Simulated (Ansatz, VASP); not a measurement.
AgCl in VASP and in Ansatz

```
Ag Cl
1.0
     0.00000    2.76870    2.80602
     2.76870    0.00000    2.80602
     2.76870    2.76870    0.00000
Ag Cl
1 1
Cartesian
  2.7687 2.7687 2.8060
  0.0000 0.0000 0.0000
```

Change from the starting cell: mode 4 frozen in at +0.000 Å, equal normal strain along x and y -0.0133.

Alike in both runs: task single point; functional PBE; k mesh 8 × 8 × 8; occupations gaussian, width 0.05 eV; no spin polarisation.

|  | VASP | Ansatz |
| --- | --- | --- |
| version | VASP 6.6.1 | Ansatz 0.2.0 |
| potentials or method | VASP PAW PBE potentials, release 64 (Ag, Cl), cutoff 520 eV | scalar-relativistic, plane waves, PAW |
| valence electrons in the cell | 18 | 26 |

Ansatz gave:

- gap on the k mesh at the Fermi level (eV): 0.87
- least direct gap on the mesh (eV): 3.16
- pressure (GPa): 1.2
- traceless stress, the component that is largest in VASP (GPa): -0.20

Estimate VASP's values.

gap on the k mesh at the Fermi level (eV): 0.87; least direct gap on the mesh (eV): 3.15; pressure (GPa): 1.1; traceless stress, the component that is largest in VASP (GPa): -0.20.

VASP's potentials hold 18 valence electrons a cell and Ansatz's 26, so a difference there can come from the potentials and not from the codes.
